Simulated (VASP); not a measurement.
# Cu (I4/mmm) in VASP: a series of runs

The runs below take Cu through single point, with PBEsol, PBE.

Everything below comes from runs of VASP 6.6.1. Logs are shortened: lines on timing, memory, paths and dates and some standing lists are left out, and cuts for length are marked.

## (1) The cell of the first run

The structure is tetragonal, space group I4/mmm (No. 139). The conventional cell has a = 2.890 Å, b = 2.890 Å, c = 2.720 Å, α = 90.00°, β = 90.00°, γ = 90.00°. Cu (site symmetry 4/mmm) has 14 Cu at 2.45 to 2.89 Å within 3.2 Å.

## (2) Single point, PBEsol

Input file INCAR:

```
ALGO = Normal
EDIFF = 1E-6
ENCUT = 520
GGA = PS
ISIF = 2
ISMEAR = 0
LASPH = True
LCHARG = False
LREAL = False
LWAVE = False
NBANDS = 12
NELM = 60
PREC = Accurate
SIGMA = 0.1
```

Input file KPOINTS:

```
k-points
0
Gamma
  20 20 20
```

Input file POSCAR:

```
Cu
1.0
   -1.4450967093      1.4450967093      1.3600005865
    1.4450967093     -1.4450967093      1.3600005865
    1.4450967093      1.4450967093     -1.3600005865
Cu
1
Direct
    0.0000000000      0.0000000000      0.0000000000
```

Potentials or basis: VASP PAW PBE potentials, release 64 (Cu).

Command:

```bash
$ cat potpaw_PBE.64/Cu/POTCAR > POTCAR
$ mpirun -np 1 vasp_std > vasp.out
```

OUTCAR:

```text
EDIFF = 1E-6
   ENCUT = 520
   GGA = PS
   ISIF = 2
   ISMEAR = 0
   LASPH = True
   LREAL = False
   NELM = 60
   PREC = Accurate

 ion  position               nearest neighbor table
   1  0.000  0.000  0.000-

  LATTYP: Found a body centered tetragonal cell.
 ALAT       =     2.8901934186
 C/A-ratio  =     0.9411138907

  Lattice vectors:

 A1 = (  -1.4450967093,   1.4450967093,   1.3600005865)
 A2 = (   1.4450967093,  -1.4450967093,   1.3600005865)
 A3 = (   1.4450967093,   1.4450967093,  -1.3600005865)

Analysis of symmetry for initial positions (statically):
=====================================================================
 Subroutine PRICEL returns:
 Original cell was already a primitive cell.

 Routine SETGRP: Setting up the symmetry group for a
 body centered tetragonal supercell.

 Subroutine GETGRP returns: Found 16 space group operations
 (whereof 16 operations were pure point group operations)
 out of a pool of 16 trial point group operations.

The static configuration has the point symmetry D_4h.

Analysis of symmetry for dynamics (positions and initial velocities):
=====================================================================
 Subroutine PRICEL returns:
 Original cell was already a primitive cell.

 Routine SETGRP: Setting up the symmetry group for a
 body centered tetragonal supercell.

 Subroutine GETGRP returns: Found 16 space group operations
 (whereof 16 operations were pure point group operations)
 out of a pool of 16 trial point group operations.

The dynamic configuration has the point symmetry D_4h.

 Subroutine INISYM returns: Found 16 space group operations
 (whereof 16 operations are pure point group operations),
 and found     1 'primitive' translations

----------------------------------------------------------------------------------------

                                     Primitive cell

  volume of cell :      11.3604

  direct lattice vectors                    reciprocal lattice vectors
    -1.445096709  1.445096709  1.360000586     0.000000000  0.345997605  0.367646900
     1.445096709 -1.445096709  1.360000586     0.345997605  0.000000000  0.367646900
     1.445096709  1.445096709 -1.360000586     0.345997605  0.345997605  0.000000000

  length of vectors
     2.454834128  2.454834128  2.454834128     0.504855015  0.504855015  0.489314505

  position of ions in fractional coordinates (direct lattice)
     0.000000000  0.000000000  0.000000000

  ion indices of the primitive-cell ions
   primitive index   ion index
                 1           1

----------------------------------------------------------------------------------------

 KPOINTS: k-points

Automatic generation of k-mesh.
 Grid dimensions read from file:
 generate k-points for:   20   20   20

 Generating k-lattice:

  Cartesian coordinates                     Fractional coordinates (reciprocal lattice)
     0.000000000  0.017299880  0.018382345     0.050000000 -0.000000000  0.000000000
     0.017299880  0.000000000  0.018382345    -0.000000000  0.050000000  0.000000000
     0.017299880  0.017299880  0.000000000     0.000000000  0.000000000  0.050000000

  Length of vectors
     0.025242751  0.025242751  0.024465725

  Shift w.r.t. Gamma in fractional coordinates (k-lattice)
     0.000000000  0.000000000  0.000000000

 Subroutine IBZKPT returns following result:
 ===========================================

 Found    641 irreducible k-points:

 Following reciprocal coordinates:
            Coordinates               Weight
  0.000000  0.000000  0.000000      1.000000
  0.050000 -0.000000  0.000000      8.000000
  0.100000 -0.000000  0.000000      8.000000
  0.150000 -0.000000  0.000000      8.000000
  0.200000 -0.000000  0.000000      8.000000
  0.250000  0.000000 -0.000000      8.000000
[... 16 lines left out ...]
 -0.400000  0.050000  0.000000     16.000000
 -0.350000  0.050000  0.000000     16.000000
 [... further k-points ...]
   k-points           NKPTS =    641   k-points in BZ     NKDIM =    641   number of bands    NBANDS=     12
   number of dos      NEDOS =    301   number of ions     NIONS =      1
   total plane-waves  NPLWV =   5832
   dimension x,y,z NGX =    18 NGY =   18 NGZ =   18
   dimension x,y,z NGXF=    36 NGYF=   36 NGZF=   36
   ions per type =               1
   NGX,Y,Z   is equivalent  to a cutoff of  12.19, 12.19, 12.19 a.u.
   NGXF,Y,Z  is equivalent  to a cutoff of  24.38, 24.38, 24.38 a.u.
 SYSTEM =  unknown system
   PREC   = accura    normal or accurate (medium, high low for compatibility)
   ISTART =      0    job   : 0-new  1-cont  2-samecut
   ICHARG =      2    charge: 1-file 2-atom 10-const
   ISPIN  =      1    spin polarized calculation?
   LNONCOLLINEAR =      F non collinear calculations
   LSORBIT =      F    spin-orbit coupling
   LASPH  =      T    aspherical Exc in radial PAW
   ENCUT  =  520.0 eV  38.22 Ry    6.18 a.u.   4.56  4.56  4.56*2*pi/ulx,y,z
   NELM   =     60;   NELMIN=  2; NELMDL= -5     # of ELM steps
   EDIFF  = 0.1E-05   stopping-criterion for ELM
   LREAL  =      F    real-space projection
[... 7 lines left out ...]
   TEBEG  =    0.0;   TEEND  =   0.0 temperature during run
   PSTRESS=    0.0 pullay stress
   NELECT =      11.0000    total number of electrons
   NUPDOWN=      -1.0000    fix difference up-down
   EMIN   =  10.00;   EMAX   =-10.00  energy-range for DOS
   EFERMI =   0.00;   METHOD = LEGACY
   ISMEAR =     0;   SIGMA  =   0.10  broadening in eV -4-tet -1-fermi 0-gaus
   EFERMI_NEDOS =   21; number of points for ismear=-14 and -15
   IALGO  =     38    algorithm
   IMIX   =      4    mixing-type and parameters
     AMIX     =   0.40;   BMIX     =  1.00
     AMIX_MAG =   1.60;   BMIX_MAG =  1.00
  volume/ion in A,a.u.               =      11.36        76.66
  Fermi-wavevector in a.u.,A,eV,Ry     =   1.619601  3.060602 35.689552  2.623108
  Thomas-Fermi vector in A             =   2.713676
   LORBIT       =      0    0 simple, 1 ext, 2 COOP (PROOUT), +10 PAW based schemes
   GGA     = PS    functional components
   LHFCALC =     F    Hartree Fock is set to
   AEXX    =    0.0000 exact exchange contribution
   IVDW    =     0    specifies the selected vdW correction
   LEPSILON=     F    determine dielectric tensor
   LRPA    =     F    only Hartree local field effects (RPA)
 non-spin polarized calculation
 Gauss-broadening in eV      SIGMA  =   0.10
  energy-cutoff  :      520.00
  volume of cell :       11.36
 maximum number of plane-waves:       320
   NGX =  9   NGY =  9   NGZ =  9

 number of electron      11.0000008 magnetization

 Free energy of the ion-electron system (eV)
  ---------------------------------------------------
  ext. energy  EPLUGINS =         0.00000000
  ---------------------------------------------------
  free energy    TOTEN  =        -4.26974027 eV

  energy without entropy =       -4.26754523  energy(sigma->0) =       -4.26864275

 E-fermi :   7.8873     XC(G=0): -13.1372

 val. band max:        7.8828058197   @ k =  -0.1500  -0.4000   0.1500
 cond. band min:       7.8933079365   @ k =   0.5000   0.2000   0.1500
 fundamental gap:      0.0105021168
 Fermi energy:         7.8873241203

 k-point     1 :       0.0000    0.0000    0.0000
  band No.  band energies     occupation
      1      -1.7938      2.00000
      2       4.4972      2.00000
      3       4.7553      2.00000
      4       4.7553      2.00000
      5       5.5845      2.00000
      6       5.8593      2.00000
      7      32.6500      0.00000
      8      32.6500      0.00000
      9      34.3132      0.00000
     10      36.8088      0.00000
     11      36.9672      0.00000
     12      36.9676      0.00000

 k-point     2 :       0.0500   -0.0000    0.0000
  band No.  band energies     occupation
      1      -1.6923      2.00000
      2       4.5067      2.00000
      3       4.7521      2.00000
      4       4.7645      2.00000
      5       5.5860      2.00000
      6       5.8434      2.00000
      7      32.1107      0.00000
      8      32.3704      0.00000
      9      33.4389      0.00000
     10      35.5663      0.00000
     11      35.9138      0.00000
     12      36.3764      0.00000

 k-point     3 :       0.1000   -0.0000    0.0000
  band No.  band energies     occupation
      1      -1.3906      2.00000
      2       4.4983      2.00000
      3       4.7386      2.00000
      4       4.8288      2.00000
      5       5.5914      2.00000
      6       5.8045      2.00000
      7      30.2783      0.00000
      8      31.7190      0.00000
      9      31.8581      0.00000
     10      33.9361      0.00000
     11      34.9636      0.00000
     12      36.1765      0.00000
[... 286 lines left out ...]
 k-point    23 :      -0.4000    0.0500    0.0000
  band No.  band energies     occupation
      1       2.3335      2.00000
      2       3.9300      2.00000
      3       5.2203      2.00000
      4       5.7104      2.00000
      5       5.9114      2.00000
      6       6.3831      2.00000
      7      16.2470      0.00000
      8      24.8026      0.00000
      9      26.1809      0.00000
     10      30.2173      0.00000
     11      33.2646      0.00000
     12      42.2193      0.00000

 k-point    24 :      -0.3500    0.0500    0.0000
  band No.  band energies     occupation
      1       1.7850      2.00000
      2       4.0296      2.00000
      3       4.7669      2.00000
      4       5.6853      2.00000
      5       5.8130      2.00000
      6       6.0433      2.00000
      7      18.5413      0.00000
      8      25.4021      0.00000
      9      27.0111      0.00000
     10      30.5394      0.00000
     11      33.5308      0.00000
     12      40.6040      0.00000

 [... further k-points ...]

------------------------ aborting loop because EDIFF is reached ----------------------------------------

  FORCE on cell =-STRESS in cart. coord.  units (eV):
  Direction    XX          YY          ZZ          XY          YZ          ZX
  --------------------------------------------------------------------------------------
  -------------------------------------------------------------------------------------
  Total        0.0543316      0.0543316      0.0515325      0.0000000      0.0000000      0.0000000
  in kB        7.6624984      7.6624984      7.2677298      0.0000000      0.0000000      0.0000000
  external PRESSURE =       7.5309089 kB  Pullay stress =       0.0000000 kB

 VOLUME and BASIS-vectors are now :
 -----------------------------------------------------------------------------
  energy-cutoff  :      520.00
  volume of cell :       11.36
      direct lattice vectors                 reciprocal lattice vectors
    -1.445096709  1.445096709  1.360000586     0.000000000  0.345997605  0.367646900
     1.445096709 -1.445096709  1.360000586     0.345997605  0.000000000  0.367646900
     1.445096709  1.445096709 -1.360000586     0.345997605  0.345997605  0.000000000

 POSITION                                       TOTAL-FORCE (eV/Angst)
 -----------------------------------------------------------------------------------
      0.00000      0.00000      0.00000         0.000000     -0.000000     -0.000000
 -----------------------------------------------------------------------------------
    total drift:                                0.000000      0.000000      0.000000

  FREE ENERGIE OF THE ION-ELECTRON SYSTEM (eV)
  ---------------------------------------------------
  free  energy   TOTEN  =        -4.2697402689 eV

  energy  without entropy=       -4.2675452312  energy(sigma->0) =       -4.26864275
```

It took 54 s on 1 thread of Intel Xeon Platinum 8259CL at 2.50GHz (Skylake/Cascade Lake), shared host; peak memory 0.19 GiB.

Results:

```
Free energy            : -4.2697 eV
Pressure               : 0.8 GPa
Band gap on the k mesh : zero (an odd number of electrons rules out a gap without spin polarisation)
```

Levels at points of the mesh, in eV from the Fermi level:
| k point | band 4 | band 5 | band 6 | band 7 | band 8 | band 9 |
| --- | --- | --- | --- | --- | --- | --- |
| (0.00, 0.00, 0.00) | -3.13 | -2.30 | -2.03 | 24.76 | 24.76 | 26.43 |
| (0.50, 0.00, 0.00) | -1.92 | -1.37 | -0.55 | 4.79 | 17.29 | 17.42 |
| (0.50, 0.50, 0.00) | -2.10 | -1.40 | -1.03 | 4.11 | 18.91 | 19.26 |
| (0.50, 0.50, 0.50) | -1.58 | -1.51 | 7.56 | 7.56 | 9.95 | 13.28 |

Caveat: the PAW data sets were made with another functional, which shifts forces and pressure a little.

## (3) Single point, PBE

This run uses another cell than the first one, of 11.46 Å³/atom.

Input file INCAR:

```
PREC = Accurate
ENCUT = 820
EDIFF = 1E-6
ISMEAR = 0
SIGMA = 0.05
LREAL = F
LASPH = T
NELM = 120
ALGO = Normal
ISIF = 2
LWAVE = F
LCHARG = F
GGA = PE
NBANDS = 16
GGA_COMPAT = F
```

Input file KPOINTS:

```
Automatic mesh
0
Gamma
  10 10 10
```

Input file POSCAR:

```
Cu
1.0
   -1.4427933200      1.4427933200      1.3760814500
    1.4427933200     -1.4427933200      1.3760814500
    1.4427933200      1.4427933200     -1.3760814500
Cu
1
Direct
    0.0000000000      0.0000000000      0.0000000000
```

Potentials or basis: VASP PAW PBE potentials, release 64 (Cu_sv_GW).

Command:

```bash
$ cat potpaw_PBE.64/Cu_sv_GW/POTCAR > POTCAR
$ mpirun -np 1 vasp_std > vasp.out
```

Run time: 46 s. Hardware: 1 thread of AMD EPYC 7R43 (Zen 3), shared host; peak memory 0.15 GiB.

The run converged. Its results:

```
Free energy            : -3.7273 eV
Pressure               : 6.4 GPa
Band gap on the k mesh : zero (an odd number of electrons rules out a gap without spin polarisation)
```

Stress tensor (GPa, compression positive):
```
6.73 0.00 0.00
0.00 6.73 0.00
0.00 0.00 5.66
```

Levels at points of the mesh, in eV from the Fermi level:
| k point | band 7 | band 8 | band 9 | band 10 | band 11 | band 12 | band 13 | band 14 |
| --- | --- | --- | --- | --- | --- | --- | --- | --- |
| (0.00, 0.00, 0.00) | -3.15 | -3.15 | -2.26 | -2.05 | 24.85 | 24.85 | 26.11 | 28.85 |
| (0.50, 0.00, 0.00) | -2.18 | -1.95 | -1.37 | -0.61 | 4.66 | 17.30 | 17.41 | 21.31 |
| (0.50, 0.50, 0.00) | -2.34 | -2.09 | -1.40 | -0.98 | 4.13 | 18.55 | 18.83 | 22.47 |
| (0.50, 0.50, 0.50) | -1.57 | -1.57 | -1.52 | 7.66 | 7.66 | 9.51 | 13.33 | 13.96 |

Caveat: the cell stands under pressure.

## (4) Single point, PBE

This run uses another cell than the first one, of 11.46 Å³/atom.

Input file INCAR:

```
PREC     = Accurate       # precision mode
ENCUT    = 820            # plane-wave cutoff, eV
EDIFF    = 1E-6           # SCF threshold, eV
ISMEAR   = 0              # smearing method
SIGMA    = 0.1            # smearing width, eV
LREAL    = False          # projectors in reciprocal space
LASPH    = True           # aspherical terms in the spheres
NELM     = 120            # most SCF steps
ALGO     = Normal         # electronic algorithm
ISIF     = 2              # what is computed and relaxed
LWAVE    = False          # write WAVECAR
LCHARG   = True           # write CHGCAR
GGA      = PE             # functional
LELF     = True           # ELF
LVHAR    = True         
NBANDS   = 16             # bands
GGA_COMPAT= False
```

Input file KPOINTS:

```
regular mesh
0
Gamma
  4 4 4
```

POSCAR is that of step 3.

Command:

```bash
$ cat potpaw_PBE.64/Cu_sv_GW/POTCAR > POTCAR
$ mpirun -np 1 vasp_std > vasp.out
```

It took 5.3 s on 1 thread of Intel Xeon 6975P-C (Granite Rapids), shared host; peak memory 0.14 GiB.

It converged, with:

```yaml
Free_energy: -3.5583 eV
Pressure: 5.4 GPa
Band_gap_on_the_k_mesh: zero (an odd number of electrons rules out a gap without spin polarisation)
```

Stress tensor (GPa, compression positive):
```
6.01 0.00 0.00
0.00 6.01 0.00
0.00 0.00 4.32
```

Levels at points of the mesh, in eV from the Fermi level:
```
           k point  band 6  band 7  band 8  band 9  band 10  band 11  band 12  band 13  band 14  band 15
(0.00, 0.00, 0.00)   -3.62   -3.43   -3.43   -2.55    -2.34    24.72    24.72    25.98    28.69    28.69
(0.50, 0.00, 0.00)   -4.32   -2.46   -2.24   -1.67    -0.76     4.44    17.16    17.25    21.12    24.18
(0.50, 0.50, 0.00)   -4.08   -2.62   -2.37   -1.70    -1.12     3.92    18.42    18.67    22.29    25.27
(0.50, 0.50, 0.50)   -5.07   -1.87   -1.87   -1.82     7.51     7.51     9.35    13.15    13.77    16.52
```

Caveat: the k points lie up to 0.79 Å⁻¹ apart, too coarse for converged energies and pressures of a metal.

## (5) Overview

| level | potentials or basis | cell | k mesh | cutoff (eV) | smearing | gap on the mesh (eV) | pressure (GPa) |
| --- | --- | --- | --- | --- | --- | --- | --- |
| PBEsol | VASP PAW PBE potentials, release 64 (Cu) | a = 2.455 Å, angles 107.9, 107.9, 112.7°, 1 atom | 20 × 20 × 20 | 520 | gaussian 0.1 eV | none | 0.8 |
| PBE | VASP PAW PBE potentials, release 64 (Cu_sv_GW) | a = 2.461 Å, angles 108.2, 108.2, 112.0°, 1 atom | 10 × 10 × 10 | 820 | gaussian 0.05 eV | none | 6.4 |
| PBE | VASP PAW PBE potentials, release 64 (Cu_sv_GW) | a = 2.461 Å, angles 108.2, 108.2, 112.0°, 1 atom | 4 × 4 × 4 | 820 | gaussian 0.1 eV | none | 5.4 |

Alike in all rows: task single point; no spin polarisation.

Caveats: some runs use coarse meshes; the PAW data sets were made with another functional, which shifts forces and pressure a little (at least some runs); the cell stands under pressure (at least some runs).

Absolute energies hang on the potentials; compare differences alone.

The gap in the log of VASP goes by the Fermi energy; the results here count the filled bands.